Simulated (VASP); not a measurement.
Write the native input for VASP 6.6.1 that does the following.

```yaml
Task: single point
Functional: PBE
Potentials_or_basis: VASP PAW PBE potentials, release 64 (Hf_pv, Hg)
Cutoff: 400 eV
k_mesh: 6 × 6 × 1
Occupations: gaussian, width 0.1 eV
Spin: no spin polarisation
Dipole_correction: yes
Further_INCAR_settings: ALGO = Normal; EDIFF = 1e-06; NBANDS = 24; NELMDL = -8
```

The structure of HfHg2 lies in POSCAR:

```
HfHg2
1.0
    3.2033471571      0.0000000000      0.0000000000
    0.0000000000      3.2033471571      0.0000000000
    0.0000000000      0.0000000000     31.5015132583
Hf Hg
1 2
Direct
    0.0000000000      1.0000000000      0.2698283073
    0.5000000000      0.5000000000      0.3336166200
    0.5000000000      0.5000000000      0.2060399946
```

The cell was generated, and may not be a known phase.

One way to write it, as run:

INCAR

```
SYSTEM = HfHg2
  PREC = Accurate
  ENCUT = 400
  EDIFF = 1E-6
  ISMEAR = 0
  SIGMA = 0.1
  LREAL = .FALSE.
  LASPH = .TRUE.
  NELM = 120
  ALGO = Normal
  ISIF = 2
  LWAVE = .FALSE.
  LCHARG = .FALSE.
  LDIPOL = .TRUE.
  IDIPOL = 3
  DIPOL = 0.5 0.5 0.270
  GGA = PE
  NBANDS = 24
  GGA_COMPAT = .FALSE.
  NELMDL = -8
```

KPOINTS

```
regular mesh
0
G
  6 6 1
  0 0 0
```

Potentials or basis: VASP PAW PBE potentials, release 64 (Hf_pv, Hg).

Command:

```bash
$ cat potpaw_PBE.64/Hf_pv/POTCAR potpaw_PBE.64/Hg/POTCAR > POTCAR
$ mpirun -np 1 vasp_std > vasp.out
```

Results of the run:

```yaml
Largest_force: 0.017 eV/Å
Band_gap_on_the_k_mesh: zero (bands 17 and 18 overlap by 0.32 eV)
```

Caveat: spin-orbit coupling is left out, which moves the levels of the heavy elements.

Run time: 2.5 min on 1 thread of Intel Xeon 8259CL, with other jobs on the host, peak memory 0.35 GiB.
